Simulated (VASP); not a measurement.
# LiCl: relaxation of cell and atoms with PBEsol

Crystal: LiCl.

```
Li Cl
1.0
     0.00000    2.56477    2.56477
     2.56477    0.00000    2.56477
     2.56477    2.56477    0.00000
Li Cl
1 1
Direct
  0.00000 0.00000 0.00000
  0.50000 0.50000 0.50000
```

- Program: VASP 6.6.1
- Task: relaxation of cell and atoms
- Functional: PBEsol
- Potentials or basis: VASP PAW PBE potentials, release 64 (Li_sv, Cl)
- Cutoff: 600 eV
- k mesh: 16 × 16 × 16
- Occupations: fermi-dirac, width 0.1 eV
- Spin: no spin polarisation
- Dipole correction: no
- Further INCAR settings: ALGO = Normal; EDIFF = 1e-06; IBRION = 2; EDIFFG = -0.002; NSW = 100; ISIF = 3

The relaxed volume is 16.20 Å³/atom. The relaxed cell is a = 3.578 Å, b = 3.578 Å, c = 3.578 Å, α = 60.00°, β = 60.00°, γ = 60.00°. The space group after relaxing (to 0.1 Å) is Fm-3m (No. 225). The energy gained by relaxing is 2.8 meV/atom, the ionic steps are 7 and the pressure after relaxing is 0.0 GPa. The band gap on the k mesh is 6.37 eV.

Step by step:
```
step  energy change (eV)  largest force (eV/Å)  pressure (GPa)  volume (Å³)
   1              0.0000                0.0000           -1.30        33.74
   2             -0.0042                0.0000           -0.68        33.08
   3             -0.0056                0.0000           -0.12        32.52
   4             -0.0057                0.0000           -0.04        32.41
   5             -0.0056                0.0000            0.04        32.35
   6             -0.0057                0.0000            0.03        32.38
   7             -0.0057                0.0000            0.02        32.39
```

Final structure:
```yaml
crystal:
  lattice:
    - [0.00000, 2.53015, 2.53015]
    - [2.53015, 0.00000, 2.53015]
    - [2.53015, 2.53015, 0.00000]
  atoms:
    - { symbol: Li, position: [0.00000, 0.00000, 0.00000] }
    - { symbol: Cl, position: [0.50000, 0.50000, 0.50000] }
```

Levels at points of the mesh, in eV from the valence-band top:
```tsv
k point	band 2	band 3	band 4	band 5	band 6	band 7	band 8	band 9
(0.00, 0.00, 0.00)	-13.55	0.00	0.00	0.00	6.37	11.84	11.84	11.84
(0.50, 0.00, 0.00)	-12.91	-3.05	-0.28	-0.28	6.60	9.40	9.40	13.24
(0.50, 0.50, 0.00)	-12.63	-3.16	-1.21	-1.21	7.85	8.02	12.62	14.30
```

It took 4.1 min on 1 thread of Intel(R) Xeon(R) Platinum 8259CL CPU @ 2.50GHz (Skylake/Cascade Lake) (shared host), peak memory 0.2 GiB.

Caveat: the cutoff is under 1.25 times the usual one of these potentials, so pressure, stress and relaxed cells hold a basis-set (Pulay) error; the PAW data sets were made with another functional, which shifts forces and pressure a little. A k mesh can miss the band edges.
